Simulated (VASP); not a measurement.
# I in VASP: further runs

Aim: see how the results for I move with the level of theory and the settings. Levels: PBEsol, PBE. Tasks: single point.

Program: VASP 6.6.1. These are calculated values, not measurements. Logs are shortened: lines on timing, memory, paths and dates and some standing lists are left out, and cuts for length are marked.

## (1) The cell of the first run

The typed cell holds 4 atoms: a = 4.353 Å, b = 4.353 Å, c = 9.793 Å, α = 90.00°, β = 90.00°, γ = 66.76°.

## (2) Single point, PBEsol (atoms moved at random)

Contents of INCAR:

```
SYSTEM = I
PREC = Accurate ; ENCUT = 520
EDIFF = 1E-6 ; ISMEAR = -1
SIGMA = 0.05 ; LREAL = .FALSE.
LASPH = .TRUE. ; NELM = 100
ALGO = Normal ; ISIF = 2
LWAVE = .FALSE. ; LCHARG = .FALSE.
GGA = PS ; NBANDS = 22
```

Contents of KPOINTS:

```
regular mesh
0
G
  7 7 3
  0 0 0
```

Contents of POSCAR:

```
I
1.0
    3.6350350000     -2.3950200000      0.0000000000
    3.6350350000      2.3950200000      0.0000000000
    0.0000000000      0.0000000000      9.7934400000
I
4
Direct
    0.6534940000      0.3467530000      0.3829530000
    0.1523430000      0.8403500000      0.1136140000
    0.3667450000      0.6451680000      0.6154720000
    0.8462630000      0.1537000000      0.8821900000
```

Potentials or basis: VASP PAW PBE potentials, release 64 (I).

The run is started by

```console
$ cat potpaw_PBE.64/I/POTCAR > POTCAR
$ mpirun -np 1 vasp_std > vasp.out
```

OUTCAR:

```text
SYSTEM = I
   PREC = Accurate
   ENCUT = 520
   EDIFF = 1E-6
   ISMEAR = -1
   LREAL = .FALSE.
   LASPH = .TRUE.
   NELM = 100
   ISIF = 2
   GGA = PS

 ion  position               nearest neighbor table
   1  0.653  0.347  0.383-   3 2.67   2 3.55
   2  0.152  0.840  0.114-   4 2.71   1 3.55
   3  0.367  0.645  0.615-   1 2.67   4 3.50
   4  0.846  0.154  0.882-   2 2.71   3 3.50

  LATTYP: Found a base centered orthorhombic cell.
 ALAT       =     4.7900400000
 B/A-ratio  =     1.5177472422
 C/A-ratio  =     2.0445424255

  Lattice vectors:

 A1 = (  -3.6350350000,  -2.3950200000,   0.0000000000)
 A2 = (   3.6350350000,  -2.3950200000,   0.0000000000)
 A3 = (   0.0000000000,   0.0000000000,   9.7934400000)

Analysis of symmetry for initial positions (statically):
=====================================================================
 Subroutine PRICEL returns:
 Original cell was already a primitive cell.

 Routine SETGRP: Setting up the symmetry group for a
 base centered orthorhombic supercell.

 Subroutine GETGRP returns: Found  1 space group operations
 (whereof  1 operations were pure point group operations)
 out of a pool of  8 trial point group operations.

The static configuration has the point symmetry C_1 .

Analysis of symmetry for dynamics (positions and initial velocities):
=====================================================================
 Subroutine PRICEL returns:
 Original cell was already a primitive cell.

 Routine SETGRP: Setting up the symmetry group for a
 base centered orthorhombic supercell.

 Subroutine GETGRP returns: Found  1 space group operations
 (whereof  1 operations were pure point group operations)
 out of a pool of  8 trial point group operations.

The dynamic configuration has the point symmetry C_1 .

 Subroutine INISYM returns: Found  1 space group operations
 (whereof  1 operations are pure point group operations),
 and found     1 'primitive' translations

----------------------------------------------------------------------------------------

                                     Primitive cell

  volume of cell :     170.5230

  direct lattice vectors                    reciprocal lattice vectors
     3.635035000 -2.395020000  0.000000000     0.137550257 -0.208766524  0.000000000
     3.635035000  2.395020000  0.000000000     0.137550257  0.208766524  0.000000000
     0.000000000  0.000000000  9.793440000     0.000000000  0.000000000  0.102109167

  length of vectors
     4.353113857  4.353113857  9.793440000     0.250007070  0.250007070  0.102109167

  position of ions in fractional coordinates (direct lattice)
     0.653494000  0.346753000  0.382953000
     0.152343000  0.840350000  0.113614000
     0.366745000  0.645168000  0.615472000
     0.846263000  0.153700000  0.882190000

  ion indices of the primitive-cell ions
   primitive index   ion index
                 1           1
                 2           2
                 3           3
                 4           4

----------------------------------------------------------------------------------------

 KPOINTS: regular mesh

Automatic generation of k-mesh.
 Grid dimensions read from file:
 generate k-points for:    7    7    3

 Generating k-lattice:

  Cartesian coordinates                     Fractional coordinates (reciprocal lattice)
     0.019650037 -0.029823789  0.000000000     0.142857143  0.000000000  0.000000000
     0.019650037  0.029823789  0.000000000     0.000000000  0.142857143  0.000000000
     0.000000000  0.000000000  0.034036389     0.000000000  0.000000000  0.333333333

  Length of vectors
     0.035715296  0.035715296  0.034036389

  Shift w.r.t. Gamma in fractional coordinates (k-lattice)
     0.000000000  0.000000000  0.000000000

 Subroutine IBZKPT returns following result:
 ===========================================

 Found     74 irreducible k-points:

 Following reciprocal coordinates:
            Coordinates               Weight
  0.000000  0.000000  0.000000      1.000000
  0.142857  0.000000  0.000000      2.000000
 -0.000000 -0.142857  0.000000      2.000000
  0.285714  0.000000  0.000000      2.000000
 -0.000000 -0.285714  0.000000      2.000000
  0.428571  0.000000  0.000000      2.000000
[... 16 lines left out ...]
 -0.285714  0.285714  0.000000      2.000000
  0.428571  0.428571  0.000000      2.000000
 [... further k-points ...]
   k-points           NKPTS =     74   k-points in BZ     NKDIM =     74   number of bands    NBANDS=     22
   number of dos      NEDOS =    301   number of ions     NIONS =      4
   total plane-waves  NPLWV =  81920
   dimension x,y,z NGX =    32 NGY =   32 NGZ =   80
   dimension x,y,z NGXF=    64 NGYF=   64 NGZF=  160
   ions per type =               4
   NGX,Y,Z   is equivalent  to a cutoff of  12.22, 12.22, 13.58 a.u.
   NGXF,Y,Z  is equivalent  to a cutoff of  24.44, 24.44, 27.16 a.u.
 SYSTEM =  I
   PREC   = accura    normal or accurate (medium, high low for compatibility)
   ISTART =      0    job   : 0-new  1-cont  2-samecut
   ICHARG =      2    charge: 1-file 2-atom 10-const
   ISPIN  =      1    spin polarized calculation?
   LNONCOLLINEAR =      F non collinear calculations
   LSORBIT =      F    spin-orbit coupling
   LASPH  =      T    aspherical Exc in radial PAW
   ENCUT  =  520.0 eV  38.22 Ry    6.18 a.u.   8.09  8.09 18.21*2*pi/ulx,y,z
   NELM   =    100;   NELMIN=  2; NELMDL= -5     # of ELM steps
   EDIFF  = 0.1E-05   stopping-criterion for ELM
   LREAL  =      F    real-space projection
   EDIFFG = 0.1E-04   stopping-criterion for IOM
   NSW    =      0    number of steps for IOM
   IBRION =     -1    ionic relax: 0-MD 1-quasi-New 2-CG
   NFREE  =      0    steps in history (QN), initial steepest desc. (CG)
   ISIF   =      2    stress and relaxation
   ISYM   =      2    0-nonsym 1-usesym 2-fastsym
   POTIM  = 0.5000    time-step for ionic-motion
   TEBEG  =    0.0;   TEEND  =   0.0 temperature during run
   PSTRESS=    0.0 pullay stress
   NELECT =      28.0000    total number of electrons
   NUPDOWN=      -1.0000    fix difference up-down
   EMIN   =  10.00;   EMAX   =-10.00  energy-range for DOS
   EFERMI =   0.00;   METHOD = LEGACY
   ISMEAR =    -1;   SIGMA  =   0.05  broadening in eV -4-tet -1-fermi 0-gaus
   EFERMI_NEDOS =   21; number of points for ismear=-14 and -15
   IALGO  =     38    algorithm
   IMIX   =      4    mixing-type and parameters
     AMIX     =   0.40;   BMIX     =  1.00
     AMIX_MAG =   1.60;   BMIX_MAG =  1.00
  volume/ion in A,a.u.               =      42.63       287.69
  Fermi-wavevector in a.u.,A,eV,Ry     =   0.896465  1.694073 10.934307  0.803649
  Thomas-Fermi vector in A             =   2.018926
   LORBIT       =      0    0 simple, 1 ext, 2 COOP (PROOUT), +10 PAW based schemes
   GGA     = PS    functional components
   LHFCALC =     F    Hartree Fock is set to
   AEXX    =    0.0000 exact exchange contribution
   IVDW    =     0    specifies the selected vdW correction
   LEPSILON=     F    determine dielectric tensor
   LRPA    =     F    only Hartree local field effects (RPA)
 non-spin polarized calculation
  energy-cutoff  :      520.00
  volume of cell :      170.52
 maximum number of plane-waves:      4633
   NGX = 17   NGY = 17   NGZ = 37

 number of electron      28.0000000 magnetization

 Free energy of the ion-electron system (eV)
  ---------------------------------------------------
  ext. energy  EPLUGINS =         0.00000000
  ---------------------------------------------------
  free energy    TOTEN  =        -6.84193821 eV

  energy without entropy =       -6.84193725  energy(sigma->0) =       -6.84193773

 E-fermi :   3.0270     XC(G=0):  -8.2066

 val. band max:        2.3979136022   @ k =   0.0000   0.0000   0.0000
 cond. band min:       3.6493279173   @ k =   0.4286   0.4286   0.0000
 fundamental gap:      1.2514143151
 Fermi energy:         3.0270336139

 k-point     1 :       0.0000    0.0000    0.0000
  band No.  band energies     occupation
      1     -11.1946      2.00000
      2     -10.6939      2.00000
      3      -9.1608      2.00000
      4      -8.1968      2.00000
      5      -2.1401      2.00000
      6      -0.7724      2.00000
[... 14 lines left out ...]
     21       9.6283      0.00000
     22       9.8049      0.00000

 k-point     2 :       0.1429    0.0000    0.0000
  band No.  band energies     occupation
      1     -11.1332      2.00000
      2     -10.6669      2.00000
      3      -9.1113      2.00000
      4      -8.2472      2.00000
      5      -2.1284      2.00000
      6      -0.9330      2.00000
[... 14 lines left out ...]
     21       9.3486      0.00000
     22       9.6946      0.00000

 k-point     3 :      -0.0000   -0.1429    0.0000
  band No.  band energies     occupation
      1     -11.1324      2.00000
      2     -10.6661      2.00000
      3      -9.1121      2.00000
      4      -8.2486      2.00000
      5      -2.1297      2.00000
      6      -0.9366      2.00000
[... 14 lines left out ...]
     21       9.3681      0.00000
     22       9.6959      0.00000

 k-point     4 :       0.2857    0.0000    0.0000
  band No.  band energies     occupation
      1     -10.9773      2.00000
      2     -10.6141      2.00000
      3      -8.9789      2.00000
      4      -8.3897      2.00000
      5      -2.1415      2.00000
      6      -1.4203      2.00000
[... 14 lines left out ...]
     21       9.7390      0.00000
     22      10.3804      0.00000

 k-point     5 :      -0.0000   -0.2857    0.0000
  band No.  band energies     occupation
      1     -10.9742      2.00000
      2     -10.6114      2.00000
      3      -8.9819      2.00000
      4      -8.3946      2.00000
      5      -2.1477      2.00000
      6      -1.4277      2.00000
[... 417 lines left out ...]
 k-point    22 :      -0.2857    0.4286    0.0000
  band No.  band energies     occupation
      1     -10.8037      2.00000
      2     -10.5104      2.00000
      3      -8.8221      2.00000
      4      -8.4177      2.00000
      5      -1.9997      2.00000
      6      -1.6239      2.00000
[... 14 lines left out ...]
     21      10.1217      0.00000
     22      10.1744      0.00000

 k-point    23 :      -0.2857    0.2857    0.0000
  band No.  band energies     occupation
      1     -10.7617      2.00000
      2     -10.5682      2.00000
      3      -8.7100      2.00000
      4      -8.6404      2.00000
      5      -2.0141      2.00000
      6      -1.9562      2.00000
[... 14 lines left out ...]
     21      10.3545      0.00000
     22      10.7900      0.00000

 k-point    24 :       0.4286    0.4286    0.0000
  band No.  band energies     occupation
      1     -10.8995      2.00000
      2     -10.4712      2.00000
      3      -8.9072      2.00000
      4      -8.1561      2.00000
      5      -1.8740      2.00000
      6      -1.1060      2.00000
[... 14 lines left out ...]
     21      10.6646      0.00000
     22      11.1251      0.00000

 [... further k-points ...]

------------------------ aborting loop because EDIFF is reached ----------------------------------------

  FORCE on cell =-STRESS in cart. coord.  units (eV):
  Direction    XX          YY          ZZ          XY          YZ          ZX
  --------------------------------------------------------------------------------------
  -------------------------------------------------------------------------------------
  Total        0.0219940     -0.6540030      0.2477985      0.0072672      0.4098119      0.0166058
  in kB        0.2066483     -6.1447940      2.3282318      0.0682801      3.8504559      0.1560223
  external PRESSURE =      -1.2033046 kB  Pullay stress =       0.0000000 kB

 VOLUME and BASIS-vectors are now :
 -----------------------------------------------------------------------------
  energy-cutoff  :      520.00
  volume of cell :      170.52
      direct lattice vectors                 reciprocal lattice vectors
     3.635035000 -2.395020000  0.000000000     0.137550257 -0.208766524  0.000000000
     3.635035000  2.395020000  0.000000000     0.137550257  0.208766524  0.000000000
     0.000000000  0.000000000  9.793440000     0.000000000  0.000000000  0.102109167

 POSITION                                       TOTAL-FORCE (eV/Angst)
 -----------------------------------------------------------------------------------
      3.63593     -0.73465      3.75043        -0.002811     -0.397041     -0.722708
      3.60847      1.64779      1.11267         0.009810     -0.143839      0.485353
      3.67834      0.66683      6.02759        -0.012834      0.382288      0.711565
      3.63490     -1.65870      8.63967         0.005836      0.158592     -0.474210
 -----------------------------------------------------------------------------------
    total drift:                                0.000024      0.000013      0.000114

  FREE ENERGIE OF THE ION-ELECTRON SYSTEM (eV)
  ---------------------------------------------------
  free  energy   TOTEN  =        -6.8419382052 eV

  energy  without entropy=       -6.8419372477  energy(sigma->0) =       -6.84193773
```

Wall time 3.5 min (1 thread of Intel Xeon Platinum 8259CL at 2.50GHz (Skylake/Cascade Lake), shared host); peak memory 0.4 GiB.

What came out:

- Free energy: -6.8419 eV
- Pressure: -0.1 GPa
- Largest force: 0.825 eV/Å
- Band gap on the k mesh: 1.25 eV (least direct gap 1.34 eV)

Forces on the atoms (eV/Å):
```
I   -0.003 -0.397 -0.723
I    0.010 -0.144  0.485
I   -0.013  0.382  0.712
I    0.006  0.159 -0.474
```

Stress tensor (GPa, compression positive):
```
 0.02  0.01  0.02
 0.01 -0.61  0.39
 0.02  0.39  0.23
```

Caveat: the cell differs from its parent crystal (atoms moved at random); this functional lacks dispersion, which holds the molecules together, so the pressure and a relaxed volume are unreliable; the PAW data sets were made with another functional, which shifts forces and pressure a little; spin-orbit coupling is left out, which moves the levels of the heavy elements; an odd mesh through Γ misses points on the zone boundary, where band edges can lie.

(Part 1 of 2 ends here.)
